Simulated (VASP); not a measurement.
# GaAs (GaAs (F-43m)) (F-43m) in VASP: single point with PBE

Aim: the single point of GaAs (GaAs (F-43m)) with PBE.

Program: VASP 6.6.1. These are calculated values, not measurements. Logs are shortened: lines on timing, memory, paths and dates and some standing lists are left out, and cuts for length are marked.

### Step 1. The cell of the first run

It takes space group F-43m (No. 216, cubic). The conventional cell has a = 5.665 Å, b = 5.665 Å, c = 5.665 Å, α = 90.00°, β = 90.00°, γ = 90.00°. Ga (site symmetry -43m) has 4 As at 2.45 Å within 3.2 Å. Within 3.2 Å of As (site symmetry -43m) lie 4 Ga at 2.45 Å.

### Step 2. Single point, PBE

The input, INCAR:

```
SYSTEM = GaAs
ALGO = Normal
EDIFF = 1E-6
ENCUT = 500
GGA = PE
GGA_COMPAT = .False.
ISIF = 2
ISMEAR = 0
LASPH = .True.
LCHARG = .False.
LREAL = .False.
LWAVE = .False.
NBANDS = 16
NELM = 120
PREC = Accurate
SIGMA = 0.01
```

The input, KPOINTS:

```
k-points
0
Gamma
  4 4 4
  0 0 0
```

The input, POSCAR:

```
GaAs
1.0
    0.0000000000      2.8324871025      2.8324871025
    2.8324871025      0.0000000000      2.8324871025
    2.8324871025      2.8324871025      0.0000000000
Ga As
1 1
Direct
    0.0000000000      0.0000000000      0.0000000000
    0.7500000000      0.7500000000      0.7500000000
```

Potentials or basis: VASP PAW PBE potentials, release 64 (Ga_d, As).

Launch:

```bash
$ cat potpaw_PBE.64/Ga_d/POTCAR potpaw_PBE.64/As/POTCAR > POTCAR
$ mpirun -np 1 vasp_std > vasp.out
```

OUTCAR:

```text
SYSTEM = GaAs
   EDIFF = 1E-6
   ENCUT = 500
   GGA = PE
   ISIF = 2
   ISMEAR = 0
   LASPH = .True.
   LREAL = .False.
   NELM = 120
   PREC = Accurate

 ion  position               nearest neighbor table
   1  0.000  0.000  0.000-   2 2.45   2 2.45   2 2.45   2 2.45
   2  0.750  0.750  0.750-   1 2.45   1 2.45   1 2.45   1 2.45

  LATTYP: Found a face centered cubic cell.
 ALAT       =     5.6649742050

  Lattice vectors:

 A1 = (   0.0000000000,   2.8324871025,   2.8324871025)
 A2 = (   2.8324871025,   0.0000000000,   2.8324871025)
 A3 = (   2.8324871025,   2.8324871025,   0.0000000000)

Analysis of symmetry for initial positions (statically):
=====================================================================
 Subroutine PRICEL returns:
 Original cell was already a primitive cell.

 Routine SETGRP: Setting up the symmetry group for a
 face centered cubic supercell.

 Subroutine GETGRP returns: Found 24 space group operations
 (whereof 24 operations were pure point group operations)
 out of a pool of 48 trial point group operations.

The static configuration has the point symmetry T_d .

Analysis of symmetry for dynamics (positions and initial velocities):
=====================================================================
 Subroutine PRICEL returns:
 Original cell was already a primitive cell.

 Routine SETGRP: Setting up the symmetry group for a
 face centered cubic supercell.

 Subroutine GETGRP returns: Found 24 space group operations
 (whereof 24 operations were pure point group operations)
 out of a pool of 48 trial point group operations.

The dynamic configuration has the point symmetry T_d .

 Subroutine INISYM returns: Found 24 space group operations
 (whereof 24 operations are pure point group operations),
 and found     1 'primitive' translations

----------------------------------------------------------------------------------------

                                     Primitive cell

  volume of cell :      45.4500

  direct lattice vectors                    reciprocal lattice vectors
     0.000000000  2.832487103  2.832487103    -0.176523310  0.176523310  0.176523310
     2.832487103  0.000000000  2.832487103     0.176523310 -0.176523310  0.176523310
     2.832487103  2.832487103  0.000000000     0.176523310  0.176523310 -0.176523310

  length of vectors
     4.005741676  4.005741676  4.005741676     0.305747342  0.305747342  0.305747342

[... 62 lines left out ...]
   NELM   =    120;   NELMIN=  2; NELMDL= -5     # of ELM steps
   EDIFF  = 0.1E-05   stopping-criterion for ELM
   LREAL  =      F    real-space projection
   EDIFFG = 0.1E-04   stopping-criterion for IOM
   NSW    =      0    number of steps for IOM
   IBRION =     -1    ionic relax: 0-MD 1-quasi-New 2-CG
   NFREE  =      0    steps in history (QN), initial steepest desc. (CG)
   ISIF   =      2    stress and relaxation
   ISYM   =      2    0-nonsym 1-usesym 2-fastsym
   POTIM  = 0.5000    time-step for ionic-motion
   TEBEG  =    0.0;   TEEND  =   0.0 temperature during run
   PSTRESS=    0.0 pullay stress
   NELECT =      18.0000    total number of electrons
   NUPDOWN=      -1.0000    fix difference up-down
   EMIN   =  10.00;   EMAX   =-10.00  energy-range for DOS
   EFERMI =   0.00;   METHOD = LEGACY
   ISMEAR =     0;   SIGMA  =   0.01  broadening in eV -4-tet -1-fermi 0-gaus
   EFERMI_NEDOS =   21; number of points for ismear=-14 and -15
   IALGO  =     38    algorithm
   IMIX   =      4    mixing-type and parameters
     AMIX     =   0.40;   BMIX     =  1.00
     AMIX_MAG =   1.60;   BMIX_MAG =  1.00
  volume/ion in A,a.u.               =      22.72       153.36
  Fermi-wavevector in a.u.,A,eV,Ry     =   1.202230  2.271886 19.665290  1.445358
  Thomas-Fermi vector in A             =   2.338018
   LORBIT       =      0    0 simple, 1 ext, 2 COOP (PROOUT), +10 PAW based schemes
   GGA     = PE    functional components
   LHFCALC =     F    Hartree Fock is set to
   AEXX    =    0.0000 exact exchange contribution
   IVDW    =     0    specifies the selected vdW correction
   LEPSILON=     F    determine dielectric tensor
   LRPA    =     F    only Hartree local field effects (RPA)
 non-spin polarized calculation
 Gauss-broadening in eV      SIGMA  =   0.01
  energy-cutoff  :      500.00
  volume of cell :       45.45
 maximum number of plane-waves:      1174
 NGX is ok and might be reduce to    30
   NGX = 15   NGY = 15   NGZ = 15

 number of electron      17.9999991 magnetization

 Free energy of the ion-electron system (eV)
  ---------------------------------------------------
  ext. energy  EPLUGINS =         0.00000000
  ---------------------------------------------------
  free energy    TOTEN  =        -8.07897838 eV

  energy without entropy =       -8.07897838  energy(sigma->0) =       -8.07897838

 E-fermi :   3.9800     XC(G=0):  -9.5337

 val. band max:        3.9252026201   @ k =   0.0000   0.0000   0.0000
 cond. band min:       4.3889147149   @ k =   0.0000   0.0000   0.0000
 fundamental gap:      0.4637120948
 Fermi energy:         3.9800392862

 k-point     1 :       0.0000    0.0000    0.0000
  band No.  band energies     occupation
      1     -10.9282      2.00000
      2     -10.9282      2.00000
      3     -10.9282      2.00000
      4     -10.8519      2.00000
      5     -10.8519      2.00000
      6      -8.7602      2.00000
[... 129 lines left out ...]
      3     -10.8851      2.00000
      4     -10.8624      2.00000
      5     -10.8479      2.00000
      6      -6.2117      2.00000
[... 8 lines left out ...]
     15      16.0652      0.00000
     16      17.1912      0.00000

------------------------ aborting loop because EDIFF is reached ----------------------------------------

  FORCE on cell =-STRESS in cart. coord.  units (eV):
  Direction    XX          YY          ZZ          XY          YZ          ZX
  --------------------------------------------------------------------------------------
  -------------------------------------------------------------------------------------
  Total        0.9191339      0.9191339      0.9191339     -0.0000000     -0.0000000     -0.0000000
  in kB       32.4007875     32.4007875     32.4007875     -0.0000000     -0.0000000     -0.0000000
  external PRESSURE =      32.4007875 kB  Pullay stress =       0.0000000 kB

 VOLUME and BASIS-vectors are now :
 -----------------------------------------------------------------------------
  energy-cutoff  :      500.00
  volume of cell :       45.45
      direct lattice vectors                 reciprocal lattice vectors
     0.000000000  2.832487103  2.832487103    -0.176523310  0.176523310  0.176523310
     2.832487103  0.000000000  2.832487103     0.176523310 -0.176523310  0.176523310
     2.832487103  2.832487103  0.000000000     0.176523310  0.176523310 -0.176523310

 POSITION                                       TOTAL-FORCE (eV/Angst)
 -----------------------------------------------------------------------------------
      0.00000      0.00000      0.00000         0.000000      0.000000      0.000000
      4.24873      4.24873      4.24873        -0.000000     -0.000000     -0.000000
 -----------------------------------------------------------------------------------
    total drift:                                0.000000      0.000000     -0.000000

  FREE ENERGIE OF THE ION-ELECTRON SYSTEM (eV)
  ---------------------------------------------------
  free  energy   TOTEN  =        -8.0789783761 eV

  energy  without entropy=       -8.0789783761  energy(sigma->0) =       -8.07897838
```

OSZICAR:

```text
N       E                     dE             d eps       ncg     rms          rms(c)
DAV:   1     0.733051560837E+02    0.73305E+02   -0.88392E+03   264   0.149E+03
DAV:   2    -0.249040175807E+01   -0.75796E+02   -0.71681E+02   304   0.281E+02
DAV:   3    -0.818071961333E+01   -0.56903E+01   -0.56725E+01   288   0.613E+01
DAV:   4    -0.826205014904E+01   -0.81331E-01   -0.81323E-01   320   0.803E+00
DAV:   5    -0.826315240504E+01   -0.11023E-02   -0.11022E-02   304   0.838E-01    0.296E+00
DAV:   6    -0.809902443852E+01    0.16413E+00   -0.23942E-01   400   0.824E+00    0.179E+00
DAV:   7    -0.807673438810E+01    0.22290E-01   -0.75264E-02   336   0.190E+00    0.587E-01
DAV:   8    -0.807826170685E+01   -0.15273E-02   -0.12126E-02   312   0.123E+00    0.118E-01
DAV:   9    -0.807881605423E+01   -0.55435E-03   -0.11598E-03   296   0.408E-01    0.532E-02
DAV:  10    -0.807891020733E+01   -0.94153E-04   -0.92855E-05   352   0.965E-02    0.298E-02
DAV:  11    -0.807897811265E+01   -0.67905E-04   -0.93549E-05   264   0.724E-02    0.334E-03
DAV:  12    -0.807897837613E+01   -0.26349E-06   -0.15211E-06   320   0.162E-02
   1 F= -.80789784E+01 E0= -.80789784E+01  d E =-.230562E-16
```

Run time: 10 s. Hardware: 1 thread of AMD EPYC 7R13 (Zen 3), shared host; peak memory 0.13 GiB.

Results:

```yaml
Free_energy: -8.0790 eV
Pressure: 3.2 GPa
Band_gap_on_the_k_mesh: 0.46 eV, direct
```

Levels at points of the mesh, in eV from the valence-band top:
```tsv
k point	band 5	band 6	band 7	band 8	band 9	band 10	band 11	band 12	band 13	band 14
(0.00, 0.00, 0.00)	-14.78	-12.69	0.00	0.00	0.00	0.46	3.69	3.69	3.69	7.56
(0.50, 0.00, 0.00)	-14.77	-10.93	-6.63	-1.14	-1.14	0.96	4.60	4.60	7.74	10.37
(0.50, 0.50, 0.00)	-14.76	-10.19	-6.82	-2.67	-2.67	1.45	1.64	10.10	10.10	10.94
```

Caveat: the k points lie up to 0.48 Å⁻¹ apart.
